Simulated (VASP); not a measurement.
# Al2O3 (P-6m2) in VASP: settings compared

Al2O3 is run at these levels: RPBE, PBEsol, PBE, HSE06; tasks: single point, relaxation of cell and atoms, relaxation of the atoms.

All numbers are computed with VASP 6.6.1; they aren't measurements. Logs are shortened: lines on timing, memory, paths and dates and some standing lists are left out, and cuts for length are marked.

## 1. The cell of the first run

It takes space group P-6m2 (No. 187, hexagonal). Conventional cell: a = 2.903 Å, b = 2.903 Å, c = 9.231 Å, α = 90.00°, β = 90.00°, γ = 120.00°. Within 2.4 Å of Al (site symmetry 3m) lie 6 O at 1.81 to 2.19 Å. Within 2.4 Å of O (site symmetry 3m) lie 3 Al at 1.81 Å. O (site symmetry -6m2) has 6 Al at 2.19 Å and 12 O at 2.68 to 2.90 Å within 3.0 Å.

## 2. Single point, RPBE

INCAR reads:

```
PREC = Accurate ; ENCUT = 600
EDIFF = 1E-6 ; ISMEAR = -1
SIGMA = 0.05 ; LREAL = False
LASPH = True ; NELM = 120
ALGO = Normal ; ISIF = 2
LWAVE = False ; LCHARG = False
GGA = RP ; NBANDS = 20
GGA_COMPAT = False
```

KPOINTS reads:

```
regular mesh
0
Gamma
  11 11 3
```

POSCAR reads:

```
Al2O3
1.0
    2.9031983905      0.0000000000      0.0000000000
   -1.4515991953      2.5142435583      0.0000000000
    0.0000000000      0.0000000000      9.2310998630
Al O
2 3
Direct
    0.0000000000      0.0000000000      0.8470715819
    0.0000000000      0.0000000000      0.1529284181
    0.3333333333      0.6666666667      0.7730729512
    0.6666666667      0.3333333333      0.0000000000
    0.3333333333      0.6666666667      0.2269270488
```

Potentials or basis: VASP PAW PBE potentials, release 64 (Al, O).

Run with:

```console
$ cat potpaw_PBE.64/Al/POTCAR potpaw_PBE.64/O/POTCAR > POTCAR
$ mpirun -np 1 vasp_std > vasp.out
```

OUTCAR:

```text
PREC = Accurate
   ENCUT = 600
   EDIFF = 1E-6
   ISMEAR = -1
   LREAL = False
   LASPH = True
   NELM = 120
   ISIF = 2
   GGA = RP

 ion  position               nearest neighbor table
   1  0.000  0.000  0.847-   3 1.81   3 1.81   3 1.81   4 2.19   4 2.19   4 2.19   2 2.82
   2  0.000  0.000  0.153-   5 1.81   5 1.81   5 1.81   4 2.19   4 2.19   4 2.19   1 2.82
   3  0.333  0.667  0.773-   1 1.81   1 1.81   1 1.81
   4  0.667  0.333  0.000-   1 2.19   2 2.19   1 2.19   2 2.19   1 2.19   2 2.19
   5  0.333  0.667  0.227-   2 1.81   2 1.81   2 1.81

  LATTYP: Found a hexagonal cell.
 ALAT       =     2.9031983905
 C/A-ratio  =     3.1796310900

  Lattice vectors:

 A1 = (   2.9031983905,   0.0000000000,   0.0000000000)
 A2 = (  -1.4515991953,   2.5142435583,   0.0000000000)
 A3 = (   0.0000000000,   0.0000000000,   9.2310998630)

Analysis of symmetry for initial positions (statically):
=====================================================================
 Subroutine PRICEL returns:
 Original cell was already a primitive cell.

 Routine SETGRP: Setting up the symmetry group for a
 hexagonal supercell.

 Subroutine GETGRP returns: Found 12 space group operations
 (whereof 12 operations were pure point group operations)
 out of a pool of 24 trial point group operations.

The static configuration has the point symmetry D_3h.

Analysis of symmetry for dynamics (positions and initial velocities):
=====================================================================
 Subroutine PRICEL returns:
 Original cell was already a primitive cell.

 Routine SETGRP: Setting up the symmetry group for a
 hexagonal supercell.

 Subroutine GETGRP returns: Found 12 space group operations
 (whereof 12 operations were pure point group operations)
 out of a pool of 24 trial point group operations.

The dynamic configuration has the point symmetry D_3h.

 Subroutine INISYM returns: Found 12 space group operations
 (whereof 12 operations are pure point group operations),
 and found     1 'primitive' translations

----------------------------------------------------------------------------------------

                                     Primitive cell

  volume of cell :      67.3810

  direct lattice vectors                    reciprocal lattice vectors
     2.903198391  0.000000000  0.000000000     0.344447697  0.198866971  0.000000000
    -1.451599195  2.514243558  0.000000000     0.000000000  0.397733941  0.000000000
     0.000000000  0.000000000  9.231099863     0.000000000  0.000000000  0.108329453

  length of vectors
     2.903198391  2.903198390  9.231099863     0.397733941  0.397733941  0.108329453

  position of ions in fractional coordinates (direct lattice)
     0.000000000  0.000000000  0.847071582
     0.000000000  0.000000000  0.152928418
     0.333333333  0.666666667  0.773072951
     0.666666667  0.333333333  0.000000000
     0.333333333  0.666666667  0.226927049

  ion indices of the primitive-cell ions
   primitive index   ion index
                 1           1
                 2           2
                 3           3
                 4           4
                 5           5

----------------------------------------------------------------------------------------

 KPOINTS: regular mesh

Automatic generation of k-mesh.
 Grid dimensions read from file:
 generate k-points for:   11   11    3

 Generating k-lattice:

  Cartesian coordinates                     Fractional coordinates (reciprocal lattice)
     0.031313427  0.018078816  0.000000000     0.090909091 -0.000000000  0.000000000
     0.000000000  0.036157631  0.000000000     0.000000000  0.090909091  0.000000000
     0.000000000  0.000000000  0.036109818     0.000000000  0.000000000  0.333333333

  Length of vectors
     0.036157631  0.036157631  0.036109818

  Shift w.r.t. Gamma in fractional coordinates (k-lattice)
     0.000000000  0.000000000  0.000000000

 Subroutine IBZKPT returns following result:
 ===========================================

 Found     32 irreducible k-points:

 Following reciprocal coordinates:
            Coordinates               Weight
  0.000000  0.000000  0.000000      1.000000
  0.090909  0.000000  0.000000      6.000000
  0.181818 -0.000000  0.000000      6.000000
  0.272727  0.000000  0.000000      6.000000
  0.363636  0.000000  0.000000      6.000000
  0.454545  0.000000  0.000000      6.000000
[... 16 lines left out ...]
  0.090909  0.090909  0.333333     12.000000
  0.181818  0.090909  0.333333     24.000000
 [... further k-points ...]
   k-points           NKPTS =     32   k-points in BZ     NKDIM =     32   number of bands    NBANDS=     20
   number of dos      NEDOS =    301   number of ions     NIONS =      5
   total plane-waves  NPLWV =  46080
   dimension x,y,z NGX =    24 NGY =   24 NGZ =   80
   dimension x,y,z NGXF=    48 NGYF=   48 NGZF=  160
   ions per type =               2   3
   NGX,Y,Z   is equivalent  to a cutoff of  13.74, 13.74, 14.41 a.u.
   NGXF,Y,Z  is equivalent  to a cutoff of  27.49, 27.49, 28.81 a.u.
 SYSTEM =  unknown system
   PREC   = accura    normal or accurate (medium, high low for compatibility)
   ISTART =      0    job   : 0-new  1-cont  2-samecut
   ICHARG =      2    charge: 1-file 2-atom 10-const
   ISPIN  =      1    spin polarized calculation?
   LNONCOLLINEAR =      F non collinear calculations
   LSORBIT =      F    spin-orbit coupling
   LASPH  =      T    aspherical Exc in radial PAW
   ENCUT  =  600.0 eV  44.10 Ry    6.64 a.u.   5.80  5.80 18.44*2*pi/ulx,y,z
   NELM   =    120;   NELMIN=  2; NELMDL= -5     # of ELM steps
   EDIFF  = 0.1E-05   stopping-criterion for ELM
   LREAL  =      F    real-space projection
[... 7 lines left out ...]
   TEBEG  =    0.0;   TEEND  =   0.0 temperature during run
   PSTRESS=    0.0 pullay stress
   NELECT =      24.0000    total number of electrons
   NUPDOWN=      -1.0000    fix difference up-down
   EMIN   =  10.00;   EMAX   =-10.00  energy-range for DOS
   EFERMI =   0.00;   METHOD = LEGACY
   ISMEAR =    -1;   SIGMA  =   0.05  broadening in eV -4-tet -1-fermi 0-gaus
   EFERMI_NEDOS =   21; number of points for ismear=-14 and -15
   IALGO  =     38    algorithm
   IMIX   =      4    mixing-type and parameters
     AMIX     =   0.40;   BMIX     =  1.00
     AMIX_MAG =   1.60;   BMIX_MAG =  1.00
  volume/ion in A,a.u.               =      13.48        90.94
  Fermi-wavevector in a.u.,A,eV,Ry     =   1.160467  2.192964 18.322739  1.346683
  Thomas-Fermi vector in A             =   2.297049
   LORBIT       =      0    0 simple, 1 ext, 2 COOP (PROOUT), +10 PAW based schemes
   GGA     = RP    functional components
   LHFCALC =     F    Hartree Fock is set to
   AEXX    =    0.0000 exact exchange contribution
   IVDW    =     0    specifies the selected vdW correction
   LEPSILON=     F    determine dielectric tensor
   LRPA    =     F    only Hartree local field effects (RPA)
 non-spin polarized calculation
  energy-cutoff  :      600.00
  volume of cell :       67.38
 maximum number of plane-waves:      2268
 NGX is ok and might be reduce to    24
   NGX = 11   NGY = 11   NGZ = 37

 number of electron      23.9999990 magnetization

 Free energy of the ion-electron system (eV)
  ---------------------------------------------------
  ext. energy  EPLUGINS =         0.00000000
  ---------------------------------------------------
  free energy    TOTEN  =       -34.68148180 eV

  energy without entropy =      -34.68148180  energy(sigma->0) =      -34.68148180

 E-fermi :   2.2185     XC(G=0):  -8.4972

 val. band max:        1.0482559361   @ k =   0.0909   0.0909   0.0000
 cond. band min:       5.6843813551   @ k =   0.0000   0.0000   0.0000
 fundamental gap:      4.6361254191
 Fermi energy:         2.2185430093

 k-point     1 :       0.0000    0.0000    0.0000
  band No.  band energies     occupation
      1     -17.5718      2.00000
      2     -16.6222      2.00000
      3     -15.4940      2.00000
      4      -3.8231      2.00000
      5      -1.0476      2.00000
      6      -0.3961      2.00000
[... 12 lines left out ...]
     19      15.8598      0.00000
     20      15.9054      0.00000

 k-point     2 :       0.0909    0.0000    0.0000
  band No.  band energies     occupation
      1     -17.4756      2.00000
      2     -16.5507      2.00000
      3     -15.4592      2.00000
      4      -3.7668      2.00000
      5      -1.2710      2.00000
      6      -0.6439      2.00000
[... 12 lines left out ...]
     19      15.0155      0.00000
     20      16.0850      0.00000

 k-point     3 :       0.1818   -0.0000    0.0000
  band No.  band energies     occupation
      1     -17.2006      2.00000
      2     -16.3520      2.00000
      3     -15.3708      2.00000
      4      -3.6701      2.00000
      5      -2.0753      2.00000
      6      -1.3197      2.00000
[... 12 lines left out ...]
     19      14.2481      0.00000
     20      15.0722      0.00000

 k-point     4 :       0.2727    0.0000    0.0000
  band No.  band energies     occupation
      1     -16.7902      2.00000
      2     -16.0749      2.00000
      3     -15.2762      2.00000
      4      -3.7920      2.00000
      5      -3.1746      2.00000
      6      -2.1336      2.00000
[... 429 lines left out ...]
 k-point    23 :       0.0909    0.0909    0.3333
  band No.  band energies     occupation
      1     -17.2897      2.00000
      2     -16.4159      2.00000
      3     -15.3972      2.00000
      4      -3.6902      2.00000
      5      -1.7311      2.00000
      6      -1.2231      2.00000
[... 12 lines left out ...]
     19      14.2504      0.00000
     20      15.1760      0.00000

 k-point    24 :       0.1818    0.0909    0.3333
  band No.  band energies     occupation
      1     -16.9463      2.00000
      2     -16.1772      2.00000
      3     -15.3047      2.00000
      4      -3.6847      2.00000
      5      -2.6260      2.00000
      6      -2.0097      2.00000
[... 12 lines left out ...]
     19      13.7017      0.00000
     20      14.7400      0.00000

 [... further k-points ...]

------------------------ aborting loop because EDIFF is reached ----------------------------------------

  FORCE on cell =-STRESS in cart. coord.  units (eV):
  Direction    XX          YY          ZZ          XY          YZ          ZX
  --------------------------------------------------------------------------------------
  -------------------------------------------------------------------------------------
  Total       -0.2021205     -0.2021205     -0.2512220      0.0000000      0.0000000      0.0000000
  in kB       -4.8059971     -4.8059971     -5.9735258      0.0000000      0.0000000      0.0000000
  external PRESSURE =      -5.1951733 kB  Pullay stress =       0.0000000 kB

 VOLUME and BASIS-vectors are now :
 -----------------------------------------------------------------------------
  energy-cutoff  :      600.00
  volume of cell :       67.38
      direct lattice vectors                 reciprocal lattice vectors
     2.903198391  0.000000000  0.000000000     0.344447697  0.198866971  0.000000000
    -1.451599195  2.514243558  0.000000000     0.000000000  0.397733941  0.000000000
     0.000000000  0.000000000  9.231099863     0.000000000  0.000000000  0.108329453

 POSITION                                       TOTAL-FORCE (eV/Angst)
 -----------------------------------------------------------------------------------
      0.00000      0.00000      7.81940        -0.000000      0.000000     -0.057902
      0.00000      0.00000      1.41170        -0.000000      0.000000      0.057902
     -0.00000      1.67616      7.13631         0.000000      0.000000      0.059164
      1.45160      0.83808      0.00000         0.000000     -0.000000      0.000000
     -0.00000      1.67616      2.09479         0.000000      0.000000     -0.059164
 -----------------------------------------------------------------------------------
    total drift:                                0.000000     -0.000000      0.000000

  FREE ENERGIE OF THE ION-ELECTRON SYSTEM (eV)
  ---------------------------------------------------
  free  energy   TOTEN  =       -34.6814818021 eV

  energy  without entropy=      -34.6814818021  energy(sigma->0) =      -34.68148180
```

Wall time 19 s (1 thread of Intel Xeon 6975P-C (Granite Rapids), shared host); peak memory 0.21 GiB.

Results:

```
Free energy            : -34.6815 eV
Pressure               : -0.5 GPa
Largest force          : 0.059 eV/Å
Band gap on the k mesh : 4.64 eV (least direct gap 4.85 eV)
```

Forces on the atoms (eV/Å):
```
Al   0.000  0.000 -0.058
Al   0.000  0.000  0.058
O    0.000  0.000  0.059
O    0.000  0.000  0.000
O    0.000  0.000 -0.059
```

Stress tensor (GPa, compression positive):
```
-0.48  0.00  0.00
 0.00 -0.48  0.00
 0.00  0.00 -0.60
```

Caveat: the PAW data sets were made with another functional, which shifts forces and pressure a little; an odd mesh through Γ misses points on the zone boundary, where band edges can lie.

## 3. Relaxation of cell and atoms, PBEsol

INCAR reads:

```
SYSTEM = Al2O3
  PREC = Accurate
  ENCUT = 910
  EDIFF = 1E-7
  ISMEAR = -1
  SIGMA = 0.05
  LREAL = .False.
  LASPH = .True.
  NELM = 120
  ALGO = Normal
  ISIF = 3
  LWAVE = .False.
  LCHARG = .False.
  GGA = PS
  IBRION = 2
  NSW = 60
  EDIFFG = -0.01
  GGA_COMPAT = .False.
  NELMIN = 4
```

KPOINTS reads:

```
Automatic mesh
0
Gamma
  11 11 3
  0 0 0
```

POSCAR reads:

```
Al2O3
1.0
    2.8843249483      0.0000000000      0.0000000000
   -1.4421624742      2.4978986780      0.0000000000
    0.0000000000      0.0000000000      9.3367544600
Al O
2 3
Direct
    0.0000000000      0.0000000000      0.8500076700
    0.0000000000      0.0000000000      0.1499923300
    0.3333333333      0.6666666667      0.7776830800
    0.6666666667      0.3333333333      0.0000000000
    0.3333333333      0.6666666667      0.2223169200
```

Potentials or basis: VASP PAW PBE potentials, release 64 (Al, O_h).

Run with:

```console
$ cat potpaw_PBE.64/Al/POTCAR potpaw_PBE.64/O_h/POTCAR > POTCAR
$ mpirun -np 1 vasp_std > vasp.out
```

Run time: 24 min. Hardware: 1 thread of Intel Xeon Platinum 8259CL at 2.50GHz (Skylake/Cascade Lake), shared host; peak memory 0.32 GiB.

Results (log left out):

- Free energy: -38.1963 eV
- Relaxed volume: 11.24 Å³/atom
- Relaxed cell: a = 2.863 Å, b = 2.863 Å, c = 7.917 Å, α = 90.00°, β = 90.00°, γ = 120.00°
- Space group after relaxing (to 0.1 Å): P-6m2 (No. 187)
- Energy gained by relaxing: 4.1 meV/atom
- Ionic steps: 33
- Pressure after relaxing: 0.0 GPa
- Largest force after relaxing: 0.003 eV/Å
- Band gap on the k mesh: 4.74 eV (least direct gap 4.94 eV)

Forces in eV/Å, atoms in the order of the input:
```
Al   0.000  0.000  0.003
Al   0.000  0.000 -0.003
O    0.000  0.000 -0.001
O    0.000  0.000  0.000
O    0.000  0.000  0.001
```

The path:
| step | energy change (eV) | largest force (eV/Å) | pressure (GPa) | volume (Å³) |
| --- | --- | --- | --- | --- |
| 1 | 0.0000 | 0.1200 | -3.13 | 67.27 |
| 2 | -0.0006 | 0.3555 | 3.24 | 64.74 |
| 3 | -0.0139 | 0.1731 | -0.01 | 65.98 |
| 4 | -0.0142 | 0.1771 | -0.05 | 65.78 |
| 5 | -0.0150 | 0.0211 | -0.03 | 65.87 |
| 6 | -0.0151 | 0.0168 | -0.03 | 65.85 |
| 7 | -0.0152 | 0.0114 | 0.00 | 65.78 |
| 8 | -0.0151 | 0.0191 | 0.06 | 65.63 |
| 9 | -0.0152 | 0.0101 | 0.03 | 65.72 |
| 10 | -0.0152 | 0.0103 | 0.02 | 65.71 |
| 11 | -0.0153 | 0.0123 | 0.00 | 65.69 |
| 12 | -0.0154 | 0.0158 | -0.04 | 65.64 |
| 13 | -0.0156 | 0.0231 | -0.11 | 65.54 |
| 14 | -0.0160 | 0.0415 | -0.27 | 65.35 |
| 15 | -0.0164 | 0.0797 | -0.57 | 64.97 |
| 16 | -0.0165 | 0.0771 | -0.57 | 64.94 |
| 17 | -0.0166 | 0.0715 | -0.53 | 64.87 |
| 18 | -0.0169 | 0.0603 | -0.48 | 64.72 |
| 19 | -0.0174 | 0.0375 | -0.35 | 64.43 |
| 20 | -0.0180 | 0.0346 | -0.09 | 63.84 |
| 21 | -0.0181 | 0.1338 | 0.44 | 62.66 |
| 22 | -0.0183 | 0.0884 | 0.21 | 63.18 |
| 23 | -0.0185 | 0.0743 | 0.20 | 62.91 |
| 24 | -0.0191 | 0.0522 | 0.18 | 62.10 |
| 25 | -0.0191 | 0.0660 | 0.20 | 60.47 |
| 26 | -0.0196 | 0.0585 | 0.09 | 59.96 |
| 27 | -0.0203 | 0.0450 | -0.15 | 58.43 |
| 28 | -0.0200 | 0.0490 | -0.33 | 55.38 |
| 29 | -0.0204 | 0.0603 | -0.09 | 57.22 |
| 30 | -0.0204 | 0.0584 | -0.18 | 56.30 |
| 31 | -0.0206 | 0.0521 | 0.23 | 56.14 |
| 32 | -0.0206 | 0.0236 | 0.08 | 56.20 |
| 33 | -0.0207 | 0.0031 | -0.01 | 56.21 |

Final structure:
```
CELL_PARAMETERS angstrom
2.86341 0.00000 0.00000
-1.43171 2.47979 0.00000
0.00000 0.00000 7.91673
ATOMIC_POSITIONS crystal
Al 0.00000 0.00000 0.82485
Al 0.00000 0.00000 0.17515
O 0.33333 0.66667 0.73917
O 0.66667 0.33333 0.00000
O 0.33333 0.66667 0.26083
```

Levels at points of the mesh, in eV from the valence-band top:
```tsv
k point	band 8	band 9	band 10	band 11	band 12	band 13	band 14	band 15	band 16
(0.00, 0.00, 0.00)	-1.28	-1.28	-0.65	-0.65	-0.20	4.74	7.55	8.25	10.58
```

Caveat: the cutoff is under 1.25 times the usual one of these potentials, so pressure, stress and relaxed cells hold a basis-set (Pulay) error; the volume moved by over 15 % at a fixed basis, so the end points are rough; the PAW data sets were made with another functional, which shifts forces and pressure a little; an odd mesh through Γ misses points on the zone boundary, where band edges can lie.

## 4. Single point, PBE

This run uses another cell than the first one, of 13.32 Å³/atom.

INCAR reads:

```
  PREC = Accurate
  ENCUT = 520
  EDIFF = 1E-6
  ISMEAR = -1
  SIGMA = 0.05
  LREAL = False
  LASPH = True
  NELM = 80
  ALGO = Normal
  ISIF = 2
  LWAVE = False
  LCHARG = False
  GGA = PE
  NBANDS = 20
```

KPOINTS reads:

```
Automatic mesh
0
Gamma
  9 9 3
```

POSCAR reads:

```
Al2O3
1.0
    2.8843249483      0.0000000000      0.0000000000
   -1.4421624742      2.4978986780      0.0000000000
    0.0000000000      0.0000000000      9.2433869154
Al O
2 3
Direct
    0.0000000000      0.0000000000      0.8484985781
    0.0000000000      0.0000000000      0.1515014219
    0.3333333333      0.6666666667      0.7751800426
    0.6666666667      0.3333333333      0.0000000000
    0.3333333333      0.6666666667      0.2248199574
```

Potentials or basis: VASP PAW PBE potentials, release 64 (Al, O).

Run with:

```console
$ cat potpaw_PBE.64/Al/POTCAR potpaw_PBE.64/O/POTCAR > POTCAR
$ mpirun -np 1 vasp_std > vasp.out
```

Run time: 52 s. Hardware: 1 thread of AMD EPYC 7R13, shared host; peak memory 0.16 GiB.

It converged, with:

| Quantity | Value |
| --- | --- |
| Free energy | -36.3850 eV |
| Pressure | -0.1 GPa |
| Largest force | 0.035 eV/Å |
| Band gap on the k mesh | 4.75 eV (least direct gap 4.99 eV) |

Forces on the atoms (eV/Å):
```
Al   0.000  0.000 -0.035
Al   0.000  0.000  0.035
O    0.000  0.000  0.029
O    0.000  0.000  0.000
O    0.000  0.000 -0.029
```

Stress tensor (GPa, compression positive):
```
 0.04  0.00  0.00
 0.00  0.04  0.00
 0.00  0.00 -0.24
```

Levels at points of the mesh, in eV from the valence-band top:
```csv
k point,band 8,band 9,band 10,band 11,band 12,band 13,band 14,band 15,band 16,band 17
"(0.00, 0.00, 0.00)",-1.24,-1.24,-0.54,-0.54,-0.24,4.75,7.41,7.82,9.19,13.01
```

Caveat: an odd mesh through Γ misses points on the zone boundary, where band edges can lie.

(Part 1 of 2 ends here.)
